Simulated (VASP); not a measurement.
# SrTiO3 (kl) (Pm-3m) in VASP: notebook, part 2 of 3

VASP 6.6.1. The steps go on from the part before.

**4. Single point, LDA**

The input, INCAR:

```
SYSTEM = SrTiO3
PREC = Accurate ; ENCUT = 520
EDIFF = 1E-6 ; ISMEAR = 0
SIGMA = 0.02 ; LREAL = .FALSE.
LASPH = .TRUE. ; NELM = 60
ALGO = Normal ; ISIF = 2
LWAVE = .FALSE. ; LCHARG = .FALSE.
NBANDS = 28
```

The input, KPOINTS:

```
Automatic mesh
0
G
  8 8 8
  0 0 0
```

The input, POSCAR:

```
SrTiO3
1.0
    3.8547562035      0.0000000000      0.0000000000
    0.0000000000      3.8547562035      0.0000000000
    0.0000000000      0.0000000000      3.8547562035
Sr Ti O
1 1 3
Direct
    0.0000000000      0.0000000000      0.0000000000
    0.5000000000      0.5000000000      0.5000000000
    0.5000000000      0.0000000000      0.5000000000
    0.5000000000      0.5000000000      0.0000000000
    0.0000000000      0.5000000000      0.5000000000
```

Potentials or basis: VASP PAW LDA potentials, release 64 (Sr_sv, Ti_sv, O).

Command:

```sh
$ cat potpaw_LDA.64/Sr_sv/POTCAR potpaw_LDA.64/Ti_sv/POTCAR potpaw_LDA.64/O/POTCAR > POTCAR
$ mpirun -np 1 vasp_std > vasp.out
```

OUTCAR:

```text
SYSTEM = SrTiO3
   PREC = Accurate
   ENCUT = 520
   EDIFF = 1E-6
   ISMEAR = 0
   LREAL = .FALSE.
   LASPH = .TRUE.
   NELM = 60
   ISIF = 2

 ion  position               nearest neighbor table
   1  0.000  0.000  0.000-   3 2.73   4 2.73   5 2.73   3 2.73   5 2.73   4 2.73   5 2.73   5 2.73
                             3 2.73   4 2.73   3 2.73   4 2.73   2 3.34   2 3.34   2 3.34   2 3.34
   2  0.500  0.500  0.500-   3 1.93   4 1.93   5 1.93   4 1.93   3 1.93   5 1.93   1 3.34   1 3.34
                             1 3.34   1 3.34   1 3.34   1 3.34   1 3.34   1 3.34
   3  0.500  0.000  0.500-   2 1.93   2 1.93   1 2.73   1 2.73   1 2.73   1 2.73
   4  0.500  0.500  0.000-   2 1.93   2 1.93   1 2.73   1 2.73   1 2.73   1 2.73
   5  0.000  0.500  0.500-   2 1.93   2 1.93   1 2.73   1 2.73   1 2.73   1 2.73

  LATTYP: Found a simple cubic cell.
 ALAT       =     3.8547562035

  Lattice vectors:

 A1 = (   3.8547562035,   0.0000000000,   0.0000000000)
 A2 = (   0.0000000000,   3.8547562035,   0.0000000000)
 A3 = (   0.0000000000,   0.0000000000,   3.8547562035)

Analysis of symmetry for initial positions (statically):
=====================================================================
 Subroutine PRICEL returns:
 Original cell was already a primitive cell.

 Routine SETGRP: Setting up the symmetry group for a
 simple cubic supercell.

 Subroutine GETGRP returns: Found 48 space group operations
 (whereof 48 operations were pure point group operations)
 out of a pool of 48 trial point group operations.

The static configuration has the point symmetry O_h .

Analysis of symmetry for dynamics (positions and initial velocities):
=====================================================================
 Subroutine PRICEL returns:
 Original cell was already a primitive cell.

 Routine SETGRP: Setting up the symmetry group for a
 simple cubic supercell.

 Subroutine GETGRP returns: Found 48 space group operations
 (whereof 48 operations were pure point group operations)
 out of a pool of 48 trial point group operations.

The dynamic configuration has the point symmetry O_h .

 Subroutine INISYM returns: Found 48 space group operations
 (whereof 48 operations are pure point group operations),
 and found     1 'primitive' translations

----------------------------------------------------------------------------------------

                                     Primitive cell

  volume of cell :      57.2784

  direct lattice vectors                    reciprocal lattice vectors
     3.854756204  0.000000000  0.000000000     0.259419778  0.000000000  0.000000000
     0.000000000  3.854756204  0.000000000     0.000000000  0.259419778  0.000000000
     0.000000000  0.000000000  3.854756204     0.000000000  0.000000000  0.259419778

  length of vectors
     3.854756204  3.854756204  3.854756204     0.259419778  0.259419778  0.259419778

  position of ions in fractional coordinates (direct lattice)
     0.000000000  0.000000000  0.000000000
     0.500000000  0.500000000  0.500000000
     0.500000000  0.000000000  0.500000000
     0.500000000  0.500000000  0.000000000
     0.000000000  0.500000000  0.500000000

  ion indices of the primitive-cell ions
   primitive index   ion index
                 1           1
[... 32 lines left out ...]
            Coordinates               Weight
  0.000000  0.000000  0.000000      1.000000
  0.125000  0.000000  0.000000      6.000000
  0.250000  0.000000  0.000000      6.000000
  0.375000  0.000000  0.000000      6.000000
  0.500000  0.000000  0.000000      3.000000
  0.125000  0.125000  0.000000     12.000000
[... 16 lines left out ...]
  0.375000  0.375000  0.125000     24.000000
  0.500000  0.375000  0.125000     24.000000
 [... further k-points ...]
   k-points           NKPTS =     35   k-points in BZ     NKDIM =     35   number of bands    NBANDS=     28
   number of dos      NEDOS =    301   number of ions     NIONS =      5
   total plane-waves  NPLWV =  27000
   dimension x,y,z NGX =    30 NGY =   30 NGZ =   30
   dimension x,y,z NGXF=    60 NGYF=   60 NGZF=   60
   ions per type =               1   1   3
   NGX,Y,Z   is equivalent  to a cutoff of  12.94, 12.94, 12.94 a.u.
   NGXF,Y,Z  is equivalent  to a cutoff of  25.88, 25.88, 25.88 a.u.
 SYSTEM =  SrTiO3
   PREC   = accura    normal or accurate (medium, high low for compatibility)
   ISTART =      0    job   : 0-new  1-cont  2-samecut
   ICHARG =      2    charge: 1-file 2-atom 10-const
   ISPIN  =      1    spin polarized calculation?
   LNONCOLLINEAR =      F non collinear calculations
   LSORBIT =      F    spin-orbit coupling
   LASPH  =      T    aspherical Exc in radial PAW
   ENCUT  =  520.0 eV  38.22 Ry    6.18 a.u.   7.17  7.17  7.17*2*pi/ulx,y,z
   NELM   =     60;   NELMIN=  2; NELMDL= -5     # of ELM steps
   EDIFF  = 0.1E-05   stopping-criterion for ELM
   LREAL  =      F    real-space projection
   EDIFFG = 0.1E-04   stopping-criterion for IOM
   NSW    =      0    number of steps for IOM
   IBRION =     -1    ionic relax: 0-MD 1-quasi-New 2-CG
   NFREE  =      0    steps in history (QN), initial steepest desc. (CG)
   ISIF   =      2    stress and relaxation
   ISYM   =      2    0-nonsym 1-usesym 2-fastsym
   POTIM  = 0.5000    time-step for ionic-motion
   TEBEG  =    0.0;   TEEND  =   0.0 temperature during run
   PSTRESS=    0.0 pullay stress
   NELECT =      40.0000    total number of electrons
   NUPDOWN=      -1.0000    fix difference up-down
   EMIN   =  10.00;   EMAX   =-10.00  energy-range for DOS
   EFERMI =   0.00;   METHOD = LEGACY
   ISMEAR =     0;   SIGMA  =   0.02  broadening in eV -4-tet -1-fermi 0-gaus
   EFERMI_NEDOS =   21; number of points for ismear=-14 and -15
   IALGO  =     38    algorithm
   IMIX   =      4    mixing-type and parameters
     AMIX     =   0.40;   BMIX     =  1.00
     AMIX_MAG =   1.60;   BMIX_MAG =  1.00
  volume/ion in A,a.u.               =      11.46        77.31
  Fermi-wavevector in a.u.,A,eV,Ry     =   1.452439  2.744712 28.702567  2.109579
  Thomas-Fermi vector in A             =   2.569821
   LORBIT       =      0    0 simple, 1 ext, 2 COOP (PROOUT), +10 PAW based schemes
   GGA     = CA    functional components
   LHFCALC =     F    Hartree Fock is set to
   AEXX    =    0.0000 exact exchange contribution
   IVDW    =     0    specifies the selected vdW correction
   LEPSILON=     F    determine dielectric tensor
   LRPA    =     F    only Hartree local field effects (RPA)
 non-spin polarized calculation
 Gauss-broadening in eV      SIGMA  =   0.02
  energy-cutoff  :      520.00
  volume of cell :       57.28
 maximum number of plane-waves:      1568
 NGX is ok and might be reduce to    30
   NGX = 15   NGY = 15   NGZ = 15

 number of electron      40.0000029 magnetization

 Free energy of the ion-electron system (eV)
  ---------------------------------------------------
  ext. energy  EPLUGINS =         0.00000000
  ---------------------------------------------------
  free energy    TOTEN  =       -44.17640814 eV

  energy without entropy =      -44.17640814  energy(sigma->0) =      -44.17640814

 E-fermi :   4.3595     XC(G=0): -11.9988

 val. band max:        4.2068292347   @ k =   0.5000   0.5000   0.5000
 cond. band min:       6.0220099505   @ k =   0.0000   0.0000   0.0000
 fundamental gap:      1.8151807158
 Fermi energy:         4.3594697266

 k-point     1 :       0.0000    0.0000    0.0000
  band No.  band energies     occupation
      1     -51.3626      2.00000
      2     -28.1752      2.00000
      3     -28.0429      2.00000
      4     -28.0429      2.00000
      5     -28.0429      2.00000
      6     -13.0667      2.00000
[... 733 lines left out ...]
     27      12.7548      0.00000
     28      13.0944      0.00000

 [... further k-points ...]

------------------------ aborting loop because EDIFF is reached ----------------------------------------

  FORCE on cell =-STRESS in cart. coord.  units (eV):
  Direction    XX          YY          ZZ          XY          YZ          ZX
  --------------------------------------------------------------------------------------
  -------------------------------------------------------------------------------------
  Total        0.3664889      0.3664889      0.3664889      0.0000000      0.0000000      0.0000000
  in kB       10.2513416     10.2513416     10.2513416      0.0000000      0.0000000      0.0000000
  external PRESSURE =      10.2513416 kB  Pullay stress =       0.0000000 kB

 VOLUME and BASIS-vectors are now :
 -----------------------------------------------------------------------------
  energy-cutoff  :      520.00
  volume of cell :       57.28
      direct lattice vectors                 reciprocal lattice vectors
     3.854756204  0.000000000  0.000000000     0.259419778  0.000000000  0.000000000
     0.000000000  3.854756204  0.000000000     0.000000000  0.259419778  0.000000000
     0.000000000  0.000000000  3.854756204     0.000000000  0.000000000  0.259419778

 POSITION                                       TOTAL-FORCE (eV/Angst)
 -----------------------------------------------------------------------------------
      0.00000      0.00000      0.00000         0.000000      0.000000      0.000000
      1.92738      1.92738      1.92738         0.000000      0.000000      0.000000
      1.92738      0.00000      1.92738         0.000000      0.000000      0.000000
      1.92738      1.92738      0.00000         0.000000      0.000000      0.000000
      0.00000      1.92738      1.92738         0.000000      0.000000      0.000000
 -----------------------------------------------------------------------------------
    total drift:                                0.000000      0.000000     -0.000000

  FREE ENERGIE OF THE ION-ELECTRON SYSTEM (eV)
  ---------------------------------------------------
  free  energy   TOTEN  =       -44.1764081362 eV

  energy  without entropy=      -44.1764081362  energy(sigma->0) =      -44.17640814
```

OSZICAR:

```text
N       E                     dE             d eps       ncg     rms          rms(c)
DAV:   1     0.429245219032E+03    0.42925E+03   -0.21573E+04  1960   0.160E+03
DAV:   2    -0.870011780962E+01   -0.43795E+03   -0.41859E+03  2200   0.443E+02
DAV:   3    -0.520159290694E+02   -0.43316E+02   -0.42969E+02  2712   0.135E+02
DAV:   4    -0.540134253877E+02   -0.19975E+01   -0.19932E+01  2912   0.248E+01
DAV:   5    -0.540598502352E+02   -0.46425E-01   -0.46416E-01  2632   0.325E+00    0.282E+01
DAV:   6    -0.443574501028E+02    0.97024E+01   -0.51509E+01  2720   0.651E+01    0.170E+01
DAV:   7    -0.442897312895E+02    0.67719E-01   -0.72910E+00  2520   0.209E+01    0.119E+01
DAV:   8    -0.442832773619E+02    0.64539E-02   -0.16182E+00  2332   0.135E+01    0.305E+00
DAV:   9    -0.441836462592E+02    0.99631E-01   -0.39229E-01  2356   0.663E+00    0.101E+00
DAV:  10    -0.441826550238E+02    0.99124E-03   -0.95459E-02  2548   0.215E+00    0.731E-01
DAV:  11    -0.441764260609E+02    0.62290E-02   -0.29083E-02  2948   0.154E+00    0.115E-01
DAV:  12    -0.441764409949E+02   -0.14934E-04   -0.18508E-03  2444   0.527E-01    0.968E-02
DAV:  13    -0.441764263281E+02    0.14667E-04   -0.55816E-04  2696   0.212E-01    0.477E-02
DAV:  14    -0.441764130267E+02    0.13301E-04   -0.48666E-05  2464   0.604E-02    0.222E-02
DAV:  15    -0.441764085354E+02    0.44913E-05   -0.23275E-05  2772   0.369E-02    0.127E-02
DAV:  16    -0.441764081362E+02    0.39922E-06   -0.45131E-06  2140   0.240E-02
   1 F= -.44176408E+02 E0= -.44176408E+02  d E =-.333897E-29
```

stdout:

```text
POSCAR found type information on POSCAR SrTiO
 POSCAR found :  3 types and       5 ions
 scaLAPACK will be used
 LDA part: xc-table for (Slater(with rela. corr.)+CA(PZ))
 , standard interpolation
 POSCAR, INCAR and KPOINTS ok, starting setup
 FFT: planning ... GRIDC
 FFT: planning ... GRID_SOFT
 FFT: planning ... GRID
 WAVECAR not read
 entering main loop
```

Run time: 32 s. Hardware: 1 thread of AMD EPYC 9R45 (Zen 5), shared host; peak memory 0.16 GiB.

Results:

| Property | Result |
| --- | --- |
| Free energy | -44.1764 eV |
| Pressure | 1.0 GPa |
| Band gap on the k mesh | 1.82 eV, indirect (least direct gap 2.15 eV) |

Levels at points of the mesh, in eV from the valence-band top:
```tsv
k point	band 16	band 17	band 18	band 19	band 20	band 21	band 22	band 23	band 24	band 25
(0.00, 0.00, 0.00)	-1.26	-1.26	-0.33	-0.33	-0.33	1.82	1.82	1.82	4.60	4.60
(0.50, 0.00, 0.00)	-2.50	-2.50	-2.17	-0.73	-0.73	2.01	3.94	3.94	4.65	6.96
(0.50, 0.50, 0.00)	-3.08	-1.71	-1.62	-1.62	-0.10	3.95	3.95	4.41	5.67	8.01
(0.50, 0.50, 0.50)	-3.89	-3.89	0.00	0.00	0.00	4.68	4.68	4.68	7.00	7.00
```

A k mesh can miss the band edges. Expect the measured gap to be larger: semilocal functionals such as LDA lack the derivative discontinuity.

**5. Relaxation of cell and atoms, LDA**

This run uses another cell than the first one, of 11.98 Å³/atom, 1.046 times its volume.

The input, INCAR:

```
SYSTEM = SrTiO3
PREC = Accurate
ENCUT = 600
EDIFF = 1E-6
ISMEAR = 0
SIGMA = 0.1
LREAL = .FALSE.
LASPH = .TRUE.
NELM = 100
ALGO = Normal
ISIF = 3
LWAVE = .FALSE.
LCHARG = .FALSE.
GGA = CA
IBRION = 2
NSW = 100
EDIFFG = -0.05
```

The input, KPOINTS:

```
regular mesh
0
G
  6 6 6
  0 0 0
```

POSCAR: that of step 4 with these lines changed.

```diff
@@ -2,5 +2,5 @@
 1.0
-    3.8547562035      0.0000000000      0.0000000000
-    0.0000000000      3.8547562035      0.0000000000
-    0.0000000000      0.0000000000      3.8547562035
+    3.9127013100      0.0000000000      0.0000000000
+    0.0000000000      3.9127013100      0.0000000000
+    0.0000000000      0.0000000000      3.9127013100
 Sr Ti O
```

Command:

```sh
$ cat potpaw_LDA.64/Sr_sv/POTCAR potpaw_LDA.64/Ti_sv/POTCAR potpaw_LDA.64/O/POTCAR > POTCAR
$ mpirun -np 1 vasp_std > vasp.out
```

It took 44 s on 1 thread of AMD EPYC 9R45 (Zen 5), shared host; peak memory 0.16 GiB.

Results (log left out):

```yaml
Free_energy: -44.1900 eV
Relaxed_volume: 11.50 Å³/atom
Relaxed_cell: a = 3.860 Å, b = 3.860 Å, c = 3.860 Å, α = 90.00°, β = 90.00°, γ = 90.00°
Space_group_after_relaxing_to_0.05_Å: Pm-3m (No. 221)
Energy_gained_by_relaxing: 11.7 meV/atom
Ionic_steps: 3
Pressure_after_relaxing: -0.1 GPa
Band_gap_on_the_k_mesh: 1.81 eV, indirect (least direct gap 2.14 eV)
```

Step by step:
| step | energy change (eV) | largest force (eV/Å) | pressure (GPa) | volume (Å³) |
| --- | --- | --- | --- | --- |
| 1 | 0.0000 | 0.0000 | -7.60 | 59.90 |
| 2 | 0.0084 | 0.0000 | 9.36 | 55.11 |
| 3 | -0.0585 | 0.0000 | -0.07 | 57.52 |

Final structure:
```cif
data_structure
_symmetry_space_group_name_H-M 'P 1'
_symmetry_Int_Tables_number 1
_cell_length_a 3.8601
_cell_length_b 3.8601
_cell_length_c 3.8601
_cell_angle_alpha 90.000
_cell_angle_beta 90.000
_cell_angle_gamma 90.000
_cell_volume 57.52
loop_
_atom_site_label
_atom_site_type_symbol
_atom_site_fract_x
_atom_site_fract_y
_atom_site_fract_z
_atom_site_occupancy
Sr1 Sr 0.00000 0.00000 0.00000 1
Ti1 Ti 0.50000 0.50000 0.50000 1
O1 O 0.50000 0.00000 0.50000 1
O2 O 0.50000 0.50000 0.00000 1
O3 O 0.00000 0.50000 0.50000 1
```

Levels at points of the mesh, in eV from the valence-band top:
| k point | band 16 | band 17 | band 18 | band 19 | band 20 | band 21 | band 22 | band 23 | band 24 |
| --- | --- | --- | --- | --- | --- | --- | --- | --- | --- |
| (0.00, 0.00, 0.00) | -1.25 | -1.25 | -0.34 | -0.34 | -0.34 | 1.81 | 1.81 | 1.81 | 4.57 |
| (0.50, 0.00, 0.00) | -2.49 | -2.49 | -2.16 | -0.73 | -0.73 | 2.00 | 3.92 | 3.92 | 4.61 |
| (0.50, 0.50, 0.00) | -3.06 | -1.71 | -1.62 | -1.62 | -0.10 | 3.93 | 3.93 | 4.39 | 5.64 |
| (0.50, 0.50, 0.50) | -3.88 | -3.88 | 0.00 | 0.00 | 0.00 | 4.65 | 4.65 | 4.65 | 6.98 |

A k mesh can miss the band edges. LDA gaps usually lie below the measured ones, often by a third to a half.

(Continued in part 3 of 3.)
